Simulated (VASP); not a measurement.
Set up this calculation in VASP 6.6.1, as the native input.

```
Task                   : single point
Functional             : PBE
Potentials or basis    : VASP PAW PBE potentials, release 64 (Al, Ga_d, N)
Cutoff                 : 520 eV
k mesh                 : 12 × 12 × 2
Occupations            : gaussian, width 0.02 eV
Spin                   : no spin polarisation
Dipole correction      : no
Further INCAR settings : ALGO = Normal; EDIFF = 1e-06; NBANDS = 61
```

The structure of AlGa5N6 lies in POSCAR:

```
AlGa5N6
1.0
    2.9949125267      0.0000000000      0.0000000000
   -1.4974562633      2.5936703302      0.0000000000
    0.0000000000      0.0000000000     14.6813114091
Al Ga N
1 5 6
Direct
    0.0000000000      0.0000000000      0.5000000000
    0.6666666667      0.3333333333      0.6634878511
    0.3333333333      0.6666666667      0.8317847049
    0.0000000000      0.0000000000      0.0000000000
    0.6666666667      0.3333333333      0.1682152951
    0.3333333333      0.6666666667      0.3365121489
    0.0000000000      0.0000000000      0.7475375694
    0.6666666667      0.3333333333      0.9158691571
    0.3333333333      0.6666666667      0.0841308429
    0.0000000000      0.0000000000      0.2524624306
    0.6666666667      0.3333333333      0.4220020810
    0.3333333333      0.6666666667      0.5779979190
```

The input as run:

INCAR

```
ALGO = Normal
EDIFF = 1E-6
ENCUT = 520
GGA = PE
ISIF = 2
ISMEAR = 0
LASPH = T
LCHARG = F
LREAL = F
LWAVE = F
NBANDS = 61
NELM = 60
PREC = Accurate
SIGMA = 0.02
```

KPOINTS

```
k-points
0
Gamma
  12 12 2
```

Potentials or basis: VASP PAW PBE potentials, release 64 (Al, Ga_d, N).

The run is started by

```bash
$ cat potpaw_PBE.64/Al/POTCAR potpaw_PBE.64/Ga_d/POTCAR potpaw_PBE.64/N/POTCAR > POTCAR
$ mpirun -np 1 vasp_std > vasp.out
```

It gave:

```
Pressure               : 0.7 GPa
Largest force          : 0.044 eV/Å
Band gap on the k mesh : 0.84 eV (least direct gap 1.09 eV)
```

Wall time 4.1 min on 1 thread of Intel(R) Xeon(R) Platinum 8488C (Sapphire Rapids), with other jobs on the host, peak memory 0.36 GiB.
